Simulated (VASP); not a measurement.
H2RuCl:

```
H Ru Cl
1.0
     3.09461    0.00000    0.00000
    -1.54731    2.68001    0.00000
     0.00000    0.00000    4.83971
H Ru Cl
2 1 1
Direct
  0.66667 0.33333 0.40449
  0.33333 0.66667 0.59551
  0.00000 0.00000 0.50000
  0.00000 0.00000 0.00000
```

The cell was generated, and may not be a known phase.

* Program: VASP 6.6.1
* Task: relaxation of cell and atoms
* Functional: PBE
* Potentials or basis: VASP PAW PBE potentials, release 64 (H, Ru_pv, Cl)
* Cutoff: 600 eV
* k mesh: 18 × 18 × 10
* Occupations: gaussian, width 0.1 eV
* Spin: no spin polarisation

At the start: pressure 0.6 GPa; volume 10.03 Å³/atom.

Question: Where does the relaxation end?

Answer: Over 29 steps the energy falls by 31.4 meV/atom and the volume is 10.50 Å³/atom (+4.6 %); space group P-3m1 (No. 164, to 0.1 Å) before, P6/mmm (No. 191, to 0.1 Å).

Step by step:
```tsv
step	energy change (eV)	largest force (eV/Å)	pressure (GPa)	volume (Å³)
1	0.0000	0.0965	0.56	40.14
2	-0.0084	0.1691	0.13	40.34
3	-0.0117	0.2410	-0.20	40.55
4	-0.0190	0.2411	0.05	40.59
5	-0.0388	0.2429	0.80	40.72
6	-0.0601	0.2265	2.23	40.94
7	-0.0633	0.2210	2.13	41.00
8	-0.0723	0.2049	1.72	41.19
9	-0.0872	0.1738	0.89	41.57
10	-0.1048	0.1125	-0.73	42.35
11	-0.0842	0.0371	-4.19	43.91
12	-0.1071	0.0841	-1.46	42.68
13	-0.1144	0.0717	-1.16	42.51
14	-0.1224	0.0425	-0.23	42.05
15	-0.1224	0.0433	-0.25	42.06
16	-0.1226	0.0421	-0.03	41.99
17	-0.1228	0.0402	0.34	41.87
18	-0.1231	0.0391	0.29	41.89
19	-0.1236	0.0357	0.13	41.97
20	-0.1238	0.0274	-0.17	42.12
21	-0.1239	0.0311	-0.05	42.06
22	-0.1241	0.0289	-0.09	42.07
23	-0.1247	0.0230	-0.23	42.12
24	-0.1251	0.0117	-0.56	42.22
25	-0.1255	0.0069	-0.22	42.10
26	-0.1256	0.0036	0.01	42.01
27	-0.1256	0.0034	-0.01	42.01
28	-0.1256	0.0031	0.04	42.00
29	-0.1256	0.0026	0.07	42.00
```

Final structure:
```
CELL_PARAMETERS angstrom
3.21944 0.00000 0.00000
-1.60972 2.78811 0.00000
0.00000 0.00000 4.67905
ATOMIC_POSITIONS crystal
H 0.66667 0.33333 0.49911
H 0.33333 0.66667 0.50089
Ru 0.00000 0.00000 0.50000
Cl 0.00000 0.00000 0.00000
```

Caveat: an odd number of electrons without spin polarisation forces a metal; a magnetic or distorted state may lie lower.
